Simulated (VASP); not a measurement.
# NaF: single point with PBE

The system is NaF.

```
Na F
1.0
     0.00000    2.29717    2.28568
     2.29717    0.00000    2.28568
     2.29717    2.29717    0.00000
Na F
1 1
Direct
  0.00000 0.00000 0.00000
  0.50000 0.50000 0.50000
```

This cell differs from its parent crystal: uniaxial z strain -0.5%.

```json
{"Program": "VASP 6.6.1", "Task": "single point", "Functional": "PBE", "Potentials or basis": "VASP PAW PBE potentials, release 64 (Na_pv, F)", "Cutoff": "520 eV", "k mesh": "6 × 6 × 6", "Occupations": "gaussian, width 0.01 eV", "Spin": "no spin polarisation"}
```

| Item | Value |
| --- | --- |
| Pressure | 3.8 GPa |
| Band gap on the k mesh | 6.47 eV, direct |

Stress tensor (GPa, compression positive):
```
3.65 0.00 0.00
0.00 3.65 0.00
0.00 0.00 4.18
```

Levels at points of the mesh, in eV from the valence-band top:
```tsv
k point	band 5	band 6	band 7	band 8	band 9	band 10
(0.00, 0.00, 0.00)	0.00	0.00	0.00	6.47	19.19	19.19
(0.50, 0.00, 0.00)	-1.66	-0.27	-0.27	10.97	12.73	20.40
(0.50, 0.50, 0.00)	-1.31	-0.43	-0.43	13.38	13.46	13.93
(0.50, 0.00, 0.50)	-1.32	-0.42	-0.41	13.39	13.43	13.91
```

Run time: 13 s on 1 thread of Intel(R) Xeon(R) Platinum 8259CL CPU @ 2.50GHz (Skylake/Cascade Lake) (shared host), peak memory 0.13 GiB.

Caveat: the cell differs from its parent crystal (uniaxial z strain -0.5%).
